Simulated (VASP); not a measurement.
# ZnS (R3m) in VASP: notebook, part 2 of 2

VASP 6.6.1. Earlier steps stand in the parts before.

**3. Single point, PBEsol+U**

Contents of INCAR:

```
PREC = Accurate ; ENCUT = 500
EDIFF = 1E-6 ; ISMEAR = 0
SIGMA = 0.01 ; LREAL = False
LASPH = True ; NELM = 200
ALGO = Normal ; ISIF = 2
LWAVE = False ; LCHARG = False
LDAU = True ; LDAUTYPE = 2
LDAUL = 2 -1 ; LDAUU = 2 0
LDAUJ = 0 0 ; LDAUPRINT = 1
GGA = PS ; NBANDS = 36
GGA_COMPAT = False
```

Contents of KPOINTS:

```
Automatic mesh
0
Gamma
  6 6 6
```

Contents of POSCAR:

```
ZnS
1.0
    1.9030712000      1.0987386696      9.3519478333
   -1.9030712000      1.0987386696      9.3519478333
    0.0000000000     -2.1974773392      9.3519478333
Zn S
3 3
Direct
    0.9999711367      0.9999711367      0.9999711367
    0.2222694100      0.2222694100      0.2222694100
    0.4446134433      0.4446134433      0.4446134433
    0.0832671700      0.0832671700      0.0832671700
    0.5278423033      0.5278423033      0.5278423033
    0.3053625400      0.3053625400      0.3053625400
```

Potentials or basis: VASP PAW PBE potentials, release 64 (Zn, S).

Started as:

```console
> cat potpaw_PBE.64/Zn/POTCAR potpaw_PBE.64/S/POTCAR > POTCAR
> mpirun -np 1 vasp_std > vasp.out
```

OUTCAR:

```text
PREC = Accurate
   ENCUT = 500
   EDIFF = 1E-6
   ISMEAR = 0
   LREAL = False
   LASPH = True
   NELM = 200
   ISIF = 2
   GGA = PS

 ion  position               nearest neighbor table
   1  1.000  1.000  1.000-   6 2.33   6 2.33   6 2.33   4 2.34
   2  0.222  0.222  0.222-   6 2.33   5 2.33   5 2.33   5 2.33
   3  0.445  0.445  0.445-   4 2.33   4 2.33   4 2.33   5 2.34
   4  0.083  0.083  0.083-   3 2.33   3 2.33   3 2.33   1 2.34
   5  0.528  0.528  0.528-   2 2.33   2 2.33   2 2.33   3 2.34
   6  0.305  0.305  0.305-   2 2.33   1 2.33   1 2.33   1 2.33

  LATTYP: Found a trigonal (rhomboedric) cell.
 ALAT       =     9.6066557622
 COS(alpha) =     0.9215133827

  Lattice vectors:

 A1 = (   1.9030712000,   1.0987386696,   9.3519478333)
 A2 = (  -1.9030712000,   1.0987386696,   9.3519478333)
 A3 = (   0.0000000000,  -2.1974773392,   9.3519478333)

Analysis of symmetry for initial positions (statically):
=====================================================================
 Subroutine PRICEL returns:
 Original cell was already a primitive cell.

 Routine SETGRP: Setting up the symmetry group for a
 trigonal (rhombohedral) supercell.

 Subroutine GETGRP returns: Found  6 space group operations
 (whereof  6 operations were pure point group operations)
 out of a pool of 12 trial point group operations.

The static configuration has the point symmetry C_3v.

Analysis of symmetry for dynamics (positions and initial velocities):
=====================================================================
 Subroutine PRICEL returns:
 Original cell was already a primitive cell.
[... 249 lines left out ...]
  o =  0.9790  v = -0.5769  0.0000  0.0000 -0.8168  0.0000  0.0000  0.0000  0.0000  0.0000  0.0000      0.0000  0.0000  0.0000  0.0000  0.0000  0.0000  0.0000  0.0000  0.0000  0.0000
  o =  0.9899  v =  0.0000  0.0000  0.0000  0.0000  0.0000  0.0000  0.5769 -0.0000 -0.0000 -0.8168      0.0000  0.0000  0.0000  0.0000  0.0000  0.0000  0.0000  0.0000  0.0000  0.0000
  o =  0.9899  v =  0.0000  0.5769 -0.0000 -0.0000 -0.8168  0.0000  0.0000  0.0000  0.0000  0.0000      0.0000  0.0000  0.0000  0.0000  0.0000  0.0000  0.0000  0.0000  0.0000  0.0000
  o =  0.9899  v = -0.8168  0.0000 -0.0000  0.5769  0.0000  0.0000  0.0000  0.0000  0.0000  0.0000      0.0000  0.0000  0.0000  0.0000  0.0000  0.0000  0.0000  0.0000  0.0000  0.0000
  o =  0.9899  v =  0.0000  0.0000  0.0000  0.0000  0.0000 -0.8168  0.0000 -0.0000  0.5769  0.0000      0.0000  0.0000  0.0000  0.0000  0.0000  0.0000  0.0000  0.0000  0.0000  0.0000
  o =  0.9900  v =  0.0000 -0.0000 -1.0000 -0.0000  0.0000  0.0000  0.0000  0.0000  0.0000  0.0000      0.0000  0.0000  0.0000  0.0000  0.0000  0.0000  0.0000  0.0000  0.0000  0.0000
  o =  0.9900  v =  0.0000  0.0000  0.0000  0.0000  0.0000  0.0000 -0.0000 -1.0000 -0.0000  0.0000      0.0000  0.0000  0.0000  0.0000  0.0000  0.0000  0.0000  0.0000  0.0000  0.0000

 number of electron      54.0000004 magnetization

 Free energy of the ion-electron system (eV)
  ---------------------------------------------------
  ext. energy  EPLUGINS =         0.00000000
  ---------------------------------------------------
  free energy    TOTEN  =       -22.26515264 eV

  energy without entropy =      -22.26515264  energy(sigma->0) =      -22.26515264

 E-fermi :   2.1044     XC(G=0):  -9.8746

 val. band max:        1.9964396713   @ k =   0.0000   0.0000   0.0000
 cond. band min:       4.1903916654   @ k =   0.0000   0.0000   0.0000
 fundamental gap:      2.1939519942
 Fermi energy:         2.1044323552

 k-point     1 :       0.0000    0.0000    0.0000
  band No.  band energies     occupation
      1     -11.1191      2.00000
      2     -10.4592      2.00000
      3     -10.4490      2.00000
      4      -5.0402      2.00000
      5      -5.0311      2.00000
      6      -5.0311      2.00000
[... 925 lines left out ...]
     35       9.5794      0.00000
     36      10.7088      0.00000

 [... further k-points ...]
[... 5 lines left out ...]
  --------------------------------------------------------------------------------------
  -------------------------------------------------------------------------------------
  Total       -1.2476466     -1.2476466     -1.2660535      0.0000000      0.0000000     -0.0000000
  in kB      -17.0372456    -17.0372456    -17.2886022      0.0000000      0.0000000     -0.0000000
  external PRESSURE =     -17.1210311 kB  Pullay stress =       0.0000000 kB

 VOLUME and BASIS-vectors are now :
 -----------------------------------------------------------------------------
  energy-cutoff  :      500.00
  volume of cell :      117.33
      direct lattice vectors                 reciprocal lattice vectors
     1.903071200  1.098738670  9.351947833     0.262733207  0.151689088  0.035643199
    -1.903071200  1.098738670  9.351947833    -0.262733207  0.151689088  0.035643199
     0.000000000 -2.197477339  9.351947833     0.000000000 -0.303378176  0.035643199

 POSITION                                       TOTAL-FORCE (eV/Angst)
 -----------------------------------------------------------------------------------
      0.00000      0.00000     28.05503         0.000000     -0.000000     -0.001446
      0.00000      0.00000      6.23596         0.000000      0.000000     -0.004854
      0.00000      0.00000     12.47401         0.000000      0.000000     -0.012815
      0.00000      0.00000      2.33613         0.000000      0.000000      0.006612
      0.00000      0.00000     14.80906         0.000000      0.000000      0.002474
      0.00000      0.00000      8.56720         0.000000      0.000000      0.010029
 -----------------------------------------------------------------------------------
    total drift:                               -0.000000     -0.000000      0.000516

  FREE ENERGIE OF THE ION-ELECTRON SYSTEM (eV)
  ---------------------------------------------------
  free  energy   TOTEN  =       -22.2651526354 eV

  energy  without entropy=      -22.2651526354  energy(sigma->0) =      -22.26515264
```

Wall time 6.9 min (1 thread of AMD EPYC 9R45 (Zen 5), shared host); peak memory 0.63 GiB.

Results:

```
Free energy            : -22.2652 eV
Pressure               : -1.7 GPa
Largest force          : 0.013 eV/Å
Band gap on the k mesh : 2.19 eV
```

Forces on the atoms (eV/Å):
```
Zn   0.000  0.000 -0.001
Zn   0.000  0.000 -0.005
Zn   0.000  0.000 -0.013
S    0.000  0.000  0.007
S    0.000  0.000  0.002
S    0.000  0.000  0.010
```

Eigenvalues of the final occupation matrices:
```
    site  spin  trace               eigenvalues
site 1 d     1   4.93  0.98 0.98 0.99 0.99 0.99
site 1 d     2   4.93  0.98 0.98 0.99 0.99 0.99
site 2 d     1   4.93  0.98 0.98 0.99 0.99 0.99
site 2 d     2   4.93  0.98 0.98 0.99 0.99 0.99
site 3 d     1   4.93  0.98 0.98 0.99 0.99 0.99
site 3 d     2   4.93  0.98 0.98 0.99 0.99 0.99
```

Caveat: the PAW data sets were made with another functional, which shifts forces and pressure a little.

**4. Single point, PBEsol+U**

Contents of INCAR:

```
SYSTEM = ZnS
ALGO = Normal ; EDIFF = 1E-6
ENCUT = 500 ; GGA = PS
GGA_COMPAT = .False. ; ISIF = 2
ISMEAR = 0 ; LASPH = .True.
LCHARG = .False. ; LDAU = .True.
LDAUJ = 0 0 ; LDAUL = 2 -1
LDAUPRINT = 1 ; LDAUTYPE = 2
LDAUU = 4 0 ; LREAL = .False.
LWAVE = .False. ; NBANDS = 36
NELM = 200 ; PREC = Accurate
SIGMA = 0.01
```

Contents of KPOINTS:

```
k-points
0
Gamma
  6 6 6
  0 0 0
```

POSCAR is that of step 3.

Potentials or basis: VASP PAW PBE potentials, release 64 (Zn, S).

Started as:

```console
> cat potpaw_PBE.64/Zn/POTCAR potpaw_PBE.64/S/POTCAR > POTCAR
> mpirun -np 1 vasp_std > vasp.out
```

OUTCAR:

```text
SYSTEM = ZnS
   EDIFF = 1E-6
   ENCUT = 500
   GGA = PS
   ISIF = 2
   ISMEAR = 0
   LASPH = .True.
   LREAL = .False.
   NELM = 200
   PREC = Accurate

 ion  position               nearest neighbor table
   1  1.000  1.000  1.000-   6 2.33   6 2.33   6 2.33   4 2.34
   2  0.222  0.222  0.222-   6 2.33   5 2.33   5 2.33   5 2.33
   3  0.445  0.445  0.445-   4 2.33   4 2.33   4 2.33   5 2.34
   4  0.083  0.083  0.083-   3 2.33   3 2.33   3 2.33   1 2.34
   5  0.528  0.528  0.528-   2 2.33   2 2.33   2 2.33   3 2.34
[... 1247 lines left out ...]
  -------------------------------------------------------------------------------------
  Total       -1.7883437     -1.7883437     -1.8214255     -0.0000000     -0.0000000      0.0000000
  in kB      -24.4207395    -24.4207395    -24.8724880     -0.0000000     -0.0000000      0.0000000
  external PRESSURE =     -24.5713223 kB  Pullay stress =       0.0000000 kB

 VOLUME and BASIS-vectors are now :
 -----------------------------------------------------------------------------
  energy-cutoff  :      500.00
  volume of cell :      117.33
      direct lattice vectors                 reciprocal lattice vectors
     1.903071200  1.098738670  9.351947833     0.262733207  0.151689088  0.035643199
    -1.903071200  1.098738670  9.351947833    -0.262733207  0.151689088  0.035643199
     0.000000000 -2.197477339  9.351947833     0.000000000 -0.303378176  0.035643199

 POSITION                                       TOTAL-FORCE (eV/Angst)
 -----------------------------------------------------------------------------------
      0.00000      0.00000     28.05503         0.000000     -0.000000     -0.002106
      0.00000      0.00000      6.23596         0.000000      0.000000     -0.009052
      0.00000      0.00000     12.47401         0.000000      0.000000     -0.016119
      0.00000      0.00000      2.33613         0.000000      0.000000      0.009739
      0.00000      0.00000     14.80906         0.000000      0.000000      0.005306
      0.00000      0.00000      8.56720         0.000000      0.000000      0.012231
 -----------------------------------------------------------------------------------
    total drift:                                0.000000     -0.000000      0.000639

  FREE ENERGIE OF THE ION-ELECTRON SYSTEM (eV)
  ---------------------------------------------------
  free  energy   TOTEN  =       -21.8964746143 eV

  energy  without entropy=      -21.8964746143  energy(sigma->0) =      -21.89647461
```

It took 7.3 min on 1 thread of AMD EPYC 9R45 (Zen 5), shared host; peak memory 0.65 GiB.

What came out:

* Free energy: -21.8965 eV
* Pressure: -2.5 GPa
* Largest force: 0.016 eV/Å
* Band gap on the k mesh: 2.32 eV

Forces in eV/Å, atoms in the order of the input:
```
Zn   0.000  0.000 -0.002
Zn   0.000  0.000 -0.009
Zn   0.000  0.000 -0.016
S    0.000  0.000  0.010
S    0.000  0.000  0.005
S    0.000  0.000  0.012
```

Eigenvalues of the final occupation matrices:
```tsv
site	spin	trace	eigenvalues
site 1 d	1	4.95	0.98 0.98 0.99 0.99 0.99
site 1 d	2	4.95	0.98 0.98 0.99 0.99 0.99
site 2 d	1	4.95	0.98 0.98 0.99 0.99 0.99
site 2 d	2	4.95	0.98 0.98 0.99 0.99 0.99
site 3 d	1	4.95	0.98 0.98 0.99 0.99 0.99
site 3 d	2	4.95	0.98 0.98 0.99 0.99 0.99
```

Caveat: the PAW data sets were made with another functional, which shifts forces and pressure a little. A k mesh can miss the band edges.

**5. Single point, PBEsol+U**

Contents of INCAR:

```
PREC     = Accurate       # precision mode
ENCUT    = 500            # plane-wave cutoff, eV
EDIFF    = 1E-6           # SCF threshold, eV
ISMEAR   = 0              # smearing method
SIGMA    = 0.01           # smearing width, eV
LREAL    = F              # projectors in reciprocal space
LASPH    = T              # aspherical terms in the spheres
NELM     = 200            # most SCF steps
ALGO     = Normal         # electronic algorithm
ISIF     = 2              # what is computed and relaxed
LWAVE    = F              # write WAVECAR
LCHARG   = F              # write CHGCAR
LDAU     = T              # DFT+U
LDAUTYPE = 2            
LDAUL    = 2 -1           # shell
LDAUU    = 6 0            # U, eV
LDAUJ    = 0 0          
LDAUPRINT= 1            
GGA      = PS             # functional
NBANDS   = 36             # bands
GGA_COMPAT= F
```

Contents of KPOINTS:

```
regular mesh
0
Gamma
  6 6 6
```

POSCAR is that of step 4.

Started as:

```console
> cat potpaw_PBE.64/Zn/POTCAR potpaw_PBE.64/S/POTCAR > POTCAR
> mpirun -np 1 vasp_std > vasp.out
```

Run time: 7 min. Hardware: 1 thread of AMD EPYC 9R45 (Zen 5), shared host; peak memory 0.63 GiB.

The run converged. Its results:

```
Free energy            : -21.6427 eV
Pressure               : -3.4 GPa
Largest force          : 0.020 eV/Å
Band gap on the k mesh : 2.44 eV
```

Forces on the atoms (eV/Å):
```
Zn   0.000  0.000 -0.003
Zn   0.000  0.000 -0.013
Zn   0.000  0.000 -0.020
S    0.000  0.000  0.013
S    0.000  0.000  0.008
S    0.000  0.000  0.014
```

Levels at points of the mesh, in eV from the valence-band top:
| k point | band 23 | band 24 | band 25 | band 26 | band 27 | band 28 | band 29 | band 30 | band 31 | band 32 |
| --- | --- | --- | --- | --- | --- | --- | --- | --- | --- | --- |
| (0.00, 0.00, 0.00) | -0.60 | -0.60 | -0.05 | 0.00 | 0.00 | 2.44 | 3.57 | 3.72 | 6.60 | 6.60 |
| (0.50, 0.00, 0.00) | -2.01 | -1.76 | -1.75 | -1.19 | -0.78 | 3.43 | 4.03 | 4.19 | 5.01 | 5.30 |
| (0.50, 0.50, 0.00) | -2.03 | -1.78 | -1.15 | -1.14 | -1.14 | 3.47 | 3.72 | 4.42 | 5.06 | 5.89 |
| (0.50, 0.50, 0.50) | -0.79 | -0.22 | -0.22 | -0.21 | -0.21 | 3.39 | 3.56 | 3.70 | 6.49 | 6.57 |

Eigenvalues of the final occupation matrices:
| site | spin | trace | eigenvalues |
| --- | --- | --- | --- |
| site 1 d | 1 | 4.97 | 0.99 0.99 1.00 1.00 1.00 |
| site 1 d | 2 | 4.97 | 0.99 0.99 1.00 1.00 1.00 |
| site 2 d | 1 | 4.97 | 0.99 0.99 1.00 1.00 1.00 |
| site 2 d | 2 | 4.97 | 0.99 0.99 1.00 1.00 1.00 |
| site 3 d | 1 | 4.97 | 0.99 0.99 1.00 1.00 1.00 |
| site 3 d | 2 | 4.97 | 0.99 0.99 1.00 1.00 1.00 |

Caveat: the cell stands under tension; the PAW data sets were made with another functional, which shifts forces and pressure a little.

**6. The runs side by side**

```csv
level,U,gap on the mesh (eV),pressure (GPa),largest force (eV/Å)
PBEsol,-,2.06,-1.1,0.01
PBEsol+U,Zn d U = 2.0 eV,2.19,-1.7,0.01
PBEsol+U,Zn d U = 4.0 eV,2.32,-2.5,0.02
PBEsol+U,Zn d U = 6.0 eV,2.44,-3.4,0.02
```

Alike in all rows: task single point; potentials or basis VASP PAW PBE potentials, release 64 (Zn, S); no spin polarisation; cell as given; k mesh 6 × 6 × 6; cutoff (eV) 500; smearing gaussian 0.01 eV.

On the cell as given the gap runs from 2.06 eV (PBEsol) to 2.44 eV (PBEsol+U). The pressure there spans -3.4 GPa (PBEsol+U) to -1.1 GPa (PBEsol); a positive pressure means that this level wants a larger cell, a negative one a smaller.

Caveats: the PAW data sets were made with another functional, which shifts forces and pressure a little; the cell stands under tension (at least some runs).

Total energies depend on the potentials used, so only differences within one code and one set of settings carry meaning.
